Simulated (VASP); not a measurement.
Set up this calculation in VASP 6.6.1, as the native input.

* Task: single point
* Functional: PBE
* Potentials or basis: VASP PAW PBE potentials, release 64 (Ca_sv, Ge_d, N)
* Cutoff: 520 eV
* k mesh: 6 × 6 × 4
* Occupations: gaussian, width 0.1 eV
* Spin: no spin polarisation
* Dipole correction: no
* Further INCAR settings: ALGO = Normal; EDIFF = 1e-06; NBANDS = 34

The structure of Ca2Ge2N lies in POSCAR:

```
Ca2Ge2N
1.0
    4.3244437100      0.0000000000      0.0000000000
   -2.1622218600      3.7450781100      0.0000000000
    0.0000000000      0.0000000000      7.2043394700
Ca Ge N
2 2 1
Direct
    0.3333333300      0.6666666700      0.6286000000
    0.6666666700      0.3333333300      0.3714000000
    0.3333333300      0.6666666700      0.2570999900
    0.6666666700      0.3333333300      0.7429000100
    0.0000000000      0.0000000000      0.0000000000
```

The cell was generated, and may not be a known phase.

The input as run:

INCAR

```
SYSTEM = Ca2Ge2N
PREC = Accurate ; ENCUT = 520
EDIFF = 1E-6 ; ISMEAR = 0
SIGMA = 0.1 ; LREAL = .FALSE.
LASPH = .TRUE. ; NELM = 80
ALGO = Normal ; ISIF = 2
LWAVE = .FALSE. ; LCHARG = .FALSE.
GGA = PE ; NBANDS = 34
```

KPOINTS

```
regular mesh
0
G
  6 6 4
  0 0 0
```

Potentials or basis: VASP PAW PBE potentials, release 64 (Ca_sv, Ge_d, N).

The run is started by

```sh
$ cat potpaw_PBE.64/Ca_sv/POTCAR potpaw_PBE.64/Ge_d/POTCAR potpaw_PBE.64/N/POTCAR > POTCAR
$ mpirun -np 1 vasp_std > vasp.out
```

It gave:

The pressure is 8.9 GPa, the largest force is 3.726 eV/Å and the band gap on the k mesh is zero (an odd number of electrons rules out a gap without spin polarisation).

Caveat: the stress differs along the axes, from 3 to 12 GPa; forces of over 1 eV/Å act on the atoms, so gaps and moduli don't describe the material at rest.

Run time: 64 s on 1 thread of AMD EPYC 9R45 96-Core Processor (Zen 5) (shared host), peak memory 0.24 GiB.
